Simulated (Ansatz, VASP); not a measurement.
ZnO in VASP and in Ansatz

```xyz
4
Lattice="3.0335 0.0000 0.0000 0.0000 3.0335 0.0000 0.0000 0.0000 5.3995" Properties=species:S:1:pos:R:3 pbc="T T T"
Zn    0.0000    1.5167    0.0000
Zn    1.5167    0.0000    2.6998
O     1.5167    1.5167    1.3499
O     1.5167    1.5167    4.0497
```

Change from the starting cell: ordered vacancies on the anion sites of fluorite (P4_2/mmc, No. 131).

Alike in both runs: task relaxation of cell and atoms; functional PBE; k mesh 16 × 16 × 10; occupations gaussian, width 0.1 eV; no spin polarisation.

|  | VASP | Ansatz |
| --- | --- | --- |
| version | VASP 6.6.1 | Ansatz 0.2.0 |
| potentials or method | VASP PAW PBE potentials, release 64 (Zn, O), cutoff 600 eV | scalar-relativistic, plane waves, PAW |
| valence electrons in the cell | 36 | 36 |

VASP gave:

* gap on the k mesh at the Fermi level, each at its own relaxed structure (eV): none
* relaxed volume (Å³/atom): 12.48
* relaxed length of the cell vector where the two differ most in proportion (Å): 3.036

Question: What did Ansatz give for the same quantities?

Answer: gap on the k mesh at the Fermi level, each at its own relaxed structure (eV): none; relaxed volume (Å³/atom): 12.40; relaxed length of the cell vector where the two differ most in proportion (Å): 3.028.

A gap of «none» marks a metal or a gap that the smearing closes.
